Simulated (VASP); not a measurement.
# Sr (Fm-3m) in VASP: notebook

Runs on Sr. Level: LDA. Tasks: single point.

Everything below comes from runs of VASP 6.6.1. Logs are shortened: lines on timing, memory, paths and dates and some standing lists are left out, and cuts for length are marked.

### 1 The cell of the first run

It takes space group Fm-3m (No. 225, cubic). The conventional cell has a = 5.806 Å, b = 5.806 Å, c = 5.806 Å, α = 90.00°, β = 90.00°, γ = 90.00°. Sr (site symmetry m-3m) has 12 Sr at 4.11 Å within 5.4 Å.

### 2 Single point, LDA

INCAR reads:

```
PREC     = Accurate       # precision mode
ENCUT    = 500            # plane-wave cutoff, eV
EDIFF    = 1E-6           # SCF threshold, eV
ISMEAR   = 1              # smearing method
SIGMA    = 1.0            # smearing width, eV
LREAL    = F              # projectors in reciprocal space
LASPH    = T              # aspherical terms in the spheres
NELM     = 120            # most SCF steps
ALGO     = Normal         # electronic algorithm
ISIF     = 2              # what is computed and relaxed
LWAVE    = F              # write WAVECAR
LCHARG   = F              # write CHGCAR
GGA      = CA             # functional
NBANDS   = 11             # bands
GGA_COMPAT= F
```

KPOINTS reads:

```
regular mesh
0
Gamma
  9 9 9
```

POSCAR reads:

```
Sr
1.0
    0.0000000000      2.9028949114      2.9028949114
    2.9028949114      0.0000000000      2.9028949114
    2.9028949114      2.9028949114      0.0000000000
Sr
1
Direct
    0.0000000000      0.0000000000      0.0000000000
```

Potentials or basis: VASP PAW LDA potentials, release 64 (Sr_sv).

Started as:

```sh
$ cat potpaw_LDA.64/Sr_sv/POTCAR > POTCAR
$ mpirun -np 1 vasp_std > vasp.out
```

OUTCAR:

```text
PREC = Accurate
   ENCUT = 500
   EDIFF = 1E-6
   ISMEAR = 1
   LREAL = F
   LASPH = T
   NELM = 120
   ISIF = 2
   GGA = CA

 ion  position               nearest neighbor table
   1  0.000  0.000  0.000-

  LATTYP: Found a face centered cubic cell.
 ALAT       =     5.8057898228

  Lattice vectors:

 A1 = (   0.0000000000,   2.9028949114,   2.9028949114)
 A2 = (   2.9028949114,   0.0000000000,   2.9028949114)
 A3 = (   2.9028949114,   2.9028949114,   0.0000000000)

Analysis of symmetry for initial positions (statically):
=====================================================================
 Subroutine PRICEL returns:
 Original cell was already a primitive cell.

 Routine SETGRP: Setting up the symmetry group for a
 face centered cubic supercell.

 Subroutine GETGRP returns: Found 48 space group operations
 (whereof 48 operations were pure point group operations)
 out of a pool of 48 trial point group operations.

The static configuration has the point symmetry O_h .

Analysis of symmetry for dynamics (positions and initial velocities):
=====================================================================
 Subroutine PRICEL returns:
 Original cell was already a primitive cell.

 Routine SETGRP: Setting up the symmetry group for a
 face centered cubic supercell.

 Subroutine GETGRP returns: Found 48 space group operations
 (whereof 48 operations were pure point group operations)
 out of a pool of 48 trial point group operations.

The dynamic configuration has the point symmetry O_h .

 Subroutine INISYM returns: Found 48 space group operations
 (whereof 48 operations are pure point group operations),
 and found     1 'primitive' translations

----------------------------------------------------------------------------------------

                                     Primitive cell

  volume of cell :      48.9242

  direct lattice vectors                    reciprocal lattice vectors
     0.000000000  2.902894911  2.902894911    -0.172241853  0.172241853  0.172241853
     2.902894911  0.000000000  2.902894911     0.172241853 -0.172241853  0.172241853
     2.902894911  2.902894911  0.000000000     0.172241853  0.172241853 -0.172241853

  length of vectors
     4.105313354  4.105313354  4.105313354     0.298331641  0.298331641  0.298331641

  position of ions in fractional coordinates (direct lattice)
     0.000000000  0.000000000  0.000000000

  ion indices of the primitive-cell ions
   primitive index   ion index
                 1           1

----------------------------------------------------------------------------------------

 KPOINTS: regular mesh

Automatic generation of k-mesh.
 Grid dimensions read from file:
 generate k-points for:    9    9    9

 Generating k-lattice:

  Cartesian coordinates                     Fractional coordinates (reciprocal lattice)
    -0.019137984  0.019137984  0.019137984     0.111111111  0.000000000  0.000000000
     0.019137984 -0.019137984  0.019137984     0.000000000  0.111111111  0.000000000
     0.019137984  0.019137984 -0.019137984     0.000000000  0.000000000  0.111111111

  Length of vectors
     0.033147960  0.033147960  0.033147960

  Shift w.r.t. Gamma in fractional coordinates (k-lattice)
     0.000000000  0.000000000  0.000000000

 Subroutine IBZKPT returns following result:
 ===========================================

 Found     35 irreducible k-points:

 Following reciprocal coordinates:
            Coordinates               Weight
  0.000000  0.000000  0.000000      1.000000
  0.111111  0.000000  0.000000      8.000000
  0.222222  0.000000  0.000000      8.000000
  0.333333  0.000000  0.000000      8.000000
  0.444444  0.000000  0.000000      8.000000
  0.111111  0.111111  0.000000      6.000000
[... 16 lines left out ...]
 -0.333333  0.333333  0.000000     12.000000
  0.444444  0.444444  0.000000      6.000000
 [... further k-points ...]
   k-points           NKPTS =     35   k-points in BZ     NKDIM =     35   number of bands    NBANDS=     11
   number of dos      NEDOS =    301   number of ions     NIONS =      1
   total plane-waves  NPLWV =  27000
   dimension x,y,z NGX =    30 NGY =   30 NGZ =   30
   dimension x,y,z NGXF=    60 NGYF=   60 NGZF=   60
   ions per type =               1
   NGX,Y,Z   is equivalent  to a cutoff of  12.15, 12.15, 12.15 a.u.
   NGXF,Y,Z  is equivalent  to a cutoff of  24.30, 24.30, 24.30 a.u.
 SYSTEM =  unknown system
   PREC   = accura    normal or accurate (medium, high low for compatibility)
   ISTART =      0    job   : 0-new  1-cont  2-samecut
   ICHARG =      2    charge: 1-file 2-atom 10-const
   ISPIN  =      1    spin polarized calculation?
   LNONCOLLINEAR =      F non collinear calculations
   LSORBIT =      F    spin-orbit coupling
   LASPH  =      T    aspherical Exc in radial PAW
   ENCUT  =  500.0 eV  36.75 Ry    6.06 a.u.   7.48  7.48  7.48*2*pi/ulx,y,z
   NELM   =    120;   NELMIN=  2; NELMDL= -5     # of ELM steps
   EDIFF  = 0.1E-05   stopping-criterion for ELM
   LREAL  =      F    real-space projection
   EDIFFG = 0.1E-04   stopping-criterion for IOM
   NSW    =      0    number of steps for IOM
   IBRION =     -1    ionic relax: 0-MD 1-quasi-New 2-CG
   NFREE  =      0    steps in history (QN), initial steepest desc. (CG)
   ISIF   =      2    stress and relaxation
   ISYM   =      2    0-nonsym 1-usesym 2-fastsym
   POTIM  = 0.5000    time-step for ionic-motion
   TEBEG  =    0.0;   TEEND  =   0.0 temperature during run
   PSTRESS=    0.0 pullay stress
   NELECT =      10.0000    total number of electrons
   NUPDOWN=      -1.0000    fix difference up-down
   EMIN   =  10.00;   EMAX   =-10.00  energy-range for DOS
   EFERMI =   0.00;   METHOD = LEGACY
   ISMEAR =     1;   SIGMA  =   1.00  broadening in eV -4-tet -1-fermi 0-gaus
   EFERMI_NEDOS =   21; number of points for ismear=-14 and -15
   IALGO  =     38    algorithm
   IMIX   =      4    mixing-type and parameters
     AMIX     =   0.40;   BMIX     =  1.00
     AMIX_MAG =   1.60;   BMIX_MAG =  1.00
  volume/ion in A,a.u.               =      48.92       330.16
  Fermi-wavevector in a.u.,A,eV,Ry     =   0.964347  1.822352 12.652955  0.929966
  Thomas-Fermi vector in A             =   2.093971
   LORBIT       =      0    0 simple, 1 ext, 2 COOP (PROOUT), +10 PAW based schemes
   GGA     = CA    functional components
   LHFCALC =     F    Hartree Fock is set to
   AEXX    =    0.0000 exact exchange contribution
   IVDW    =     0    specifies the selected vdW correction
   LEPSILON=     F    determine dielectric tensor
   LRPA    =     F    only Hartree local field effects (RPA)
 non-spin polarized calculation
 Methfessel and Paxton  Order N= 1 SIGMA  =   1.00
  energy-cutoff  :      500.00
  volume of cell :       48.92
 maximum number of plane-waves:      1261
 NGX is ok and might be reduce to    30
   NGX = 15   NGY = 15   NGZ = 15

 number of electron      10.0000000 magnetization

 Free energy of the ion-electron system (eV)
  ---------------------------------------------------
  ext. energy  EPLUGINS =         0.00000000
  ---------------------------------------------------
  free energy    TOTEN  =        -1.88212870 eV

  energy without entropy =       -1.87362333  energy(sigma->0) =       -1.87929358

 E-fermi :   1.7539     XC(G=0):  -7.9321

 val. band max:        1.7431377537   @ k =  -0.3333   0.4444   0.2222
 cond. band min:       1.7666092792   @ k =  -0.3333   0.3333   0.1111
 fundamental gap:      0.0234715255
 Fermi energy:         1.7539441296

 k-point     1 :       0.0000    0.0000    0.0000
  band No.  band energies     occupation
      1     -34.3973      2.00000
      2     -16.3526      2.00000
      3     -16.3526      2.00000
      4     -16.3526      2.00000
      5      -2.0013      2.00000
      6       4.2027     -0.00290
      7       4.2027     -0.00290
      8       4.2027     -0.00290
      9       5.8571     -0.00000
     10       5.8571     -0.00000
     11       9.3648     -0.00000

 k-point     2 :       0.1111    0.0000    0.0000
  band No.  band energies     occupation
      1     -34.3944      2.00000
      2     -16.3895      2.00000
      3     -16.3574      2.00000
      4     -16.3574      2.00000
      5      -1.7780      2.00001
      6       3.8898     -0.01006
      7       4.3036     -0.00185
      8       4.3036     -0.00185
      9       5.7284     -0.00000
     10       5.7284     -0.00000
     11       9.8962     -0.00000

 k-point     3 :       0.2222    0.0000    0.0000
  band No.  band energies     occupation
      1     -34.3870      2.00000
      2     -16.4813      2.00000
      3     -16.3695      2.00000
      4     -16.3695      2.00000
      5      -1.1563      2.00031
      6       3.2569     -0.05504
      7       4.4018     -0.00117
      8       4.4018     -0.00117
      9       5.7124     -0.00000
     10       5.7124     -0.00000
     11       9.4095     -0.00000

 k-point     4 :       0.3333    0.0000    0.0000
  band No.  band energies     occupation
      1     -34.3786      2.00000
      2     -16.5828      2.00000
      3     -16.3831      2.00000
      4     -16.3831      2.00000
      5      -0.2936      2.01367
      6       2.6519     -0.02209
      7       4.2303     -0.00257
      8       4.2303     -0.00257
      9       6.2558     -0.00000
     10       6.2558     -0.00000
     11       8.5689     -0.00000

 k-point     5 :       0.4444    0.0000    0.0000
  band No.  band energies     occupation
      1     -34.3730      2.00000
      2     -16.6476      2.00000
      3     -16.3920      2.00000
      4     -16.3920      2.00000
      5       0.4665      2.06980
      6       2.2130      0.30645
      7       4.0586     -0.00530
      8       4.0586     -0.00530
      9       6.9293     -0.00000
     10       6.9293     -0.00000
     11       8.1206     -0.00000
[... 211 lines left out ...]
 k-point    21 :       0.4444    0.3333    0.0000
  band No.  band energies     occupation
      1     -34.3677      2.00000
      2     -16.6035      2.00000
      3     -16.4605      2.00000
      4     -16.4451      2.00000
      5       0.7879      2.04247
      6       2.2169      0.30189
      7       3.1014     -0.06701
      8       5.7765     -0.00000
      9       6.3331     -0.00000
     10       7.1320     -0.00000
     11       8.3139     -0.00000

 k-point    22 :      -0.4444    0.3333    0.0000
  band No.  band energies     occupation
      1     -34.3653      2.00000
      2     -16.6004      2.00000
      3     -16.5058      2.00000
      4     -16.4409      2.00000
      5       1.4304      1.51711
      6       2.0720      0.49067
      7       2.9248     -0.06995
      8       5.4795     -0.00000
      9       6.3582     -0.00000
     10       7.0506     -0.00000
     11       7.9376     -0.00000

 k-point    23 :      -0.3333    0.3333    0.0000
  band No.  band energies     occupation
      1     -34.3661      2.00000
      2     -16.5571      2.00000
      3     -16.5550      2.00000
      4     -16.4243      2.00000
      5       1.6908      1.10657
      6       2.0744      0.48726
      7       2.7195     -0.04235
      8       5.0972     -0.00002
      9       6.2712     -0.00000
     10       6.4517     -0.00000
     11       9.0729     -0.00000

 k-point    24 :       0.4444    0.4444    0.0000
  band No.  band energies     occupation
      1     -34.3651      2.00000
      2     -16.6296      2.00000
      3     -16.4586      2.00000
      4     -16.4586      2.00000
      5       0.9460      1.98410
      6       2.0586      0.50988
      7       3.1855     -0.06113
      8       6.8302     -0.00000
      9       6.8302     -0.00000
     10       7.0191     -0.00000
     11       8.3790     -0.00000

 [... further k-points ...]

------------------------ aborting loop because EDIFF is reached ----------------------------------------

  FORCE on cell =-STRESS in cart. coord.  units (eV):
  Direction    XX          YY          ZZ          XY          YZ          ZX
  --------------------------------------------------------------------------------------
  -------------------------------------------------------------------------------------
  Total       -0.0097831     -0.0097831     -0.0097831      0.0000000      0.0000000     -0.0000000
  in kB       -0.3203788     -0.3203788     -0.3203788      0.0000000      0.0000000     -0.0000000
  external PRESSURE =      -0.3203788 kB  Pullay stress =       0.0000000 kB

 VOLUME and BASIS-vectors are now :
 -----------------------------------------------------------------------------
  energy-cutoff  :      500.00
  volume of cell :       48.92
      direct lattice vectors                 reciprocal lattice vectors
     0.000000000  2.902894911  2.902894911    -0.172241853  0.172241853  0.172241853
     2.902894911  0.000000000  2.902894911     0.172241853 -0.172241853  0.172241853
     2.902894911  2.902894911  0.000000000     0.172241853  0.172241853 -0.172241853

 POSITION                                       TOTAL-FORCE (eV/Angst)
 -----------------------------------------------------------------------------------
      0.00000      0.00000      0.00000         0.000000      0.000000     -0.000000
 -----------------------------------------------------------------------------------
    total drift:                               -0.000000     -0.000000      0.000000

  FREE ENERGIE OF THE ION-ELECTRON SYSTEM (eV)
  ---------------------------------------------------
  free  energy   TOTEN  =        -1.8821287009 eV

  energy  without entropy=       -1.8736233317  energy(sigma->0) =       -1.87929358
```

Run time: 26 s. Hardware: 1 thread of Intel Xeon 8259CL, shared host; peak memory 0.15 GiB.

What came out:

* Free energy: -1.8821 eV
* Pressure: 0.0 GPa
* Band gap on the k mesh: 0.18 eV, indirect (least direct gap 0.19 eV)

A k mesh can miss the band edges.

[end of part 1 of 4]
